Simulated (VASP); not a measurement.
NbC, 2 atoms in the cell. The structure is cubic, space group Fm-3m (No. 225). The conventional cell has a = 4.459 Å, b = 4.459 Å, c = 4.459 Å, α = 90.00°, β = 90.00°, γ = 90.00°. Nb (site symmetry m-3m) has 6 C at 2.23 Å within 2.9 Å. Within 2.9 Å of C (site symmetry m-3m) lie 6 Nb at 2.23 Å. 

```yaml
Program: VASP 6.6.1
Task: single point
Functional: PBE
Dispersion: D4
Potentials_or_basis: VASP PAW PBE potentials, release 64 (Nb_sv, C)
Cutoff: 600 eV
k_mesh: 10 × 10 × 10
Occupations: gaussian, width 0.05 eV
Spin: no spin polarisation
Dipole_correction: no
Further_INCAR_settings: ALGO = Normal; EDIFF = 1e-06; NBANDS = 16
```

Potentials or basis: VASP PAW PBE potentials, release 64 (Nb_sv, C).

The run is started by

```bash
$ cat potpaw_PBE.64/Nb_sv/POTCAR potpaw_PBE.64/C/POTCAR > POTCAR
$ mpirun -np 1 vasp_std > vasp.out
```

Hardware: 1 thread of Intel(R) Xeon(R) 6975P-C (Granite Rapids), with other jobs on the host.

How long does it take, and how much memory?

Run time: 18 s on 1 thread of Intel(R) Xeon(R) 6975P-C (Granite Rapids) (shared host), peak memory 0.17 GiB. Counts: scf iterations 12, k points 47.
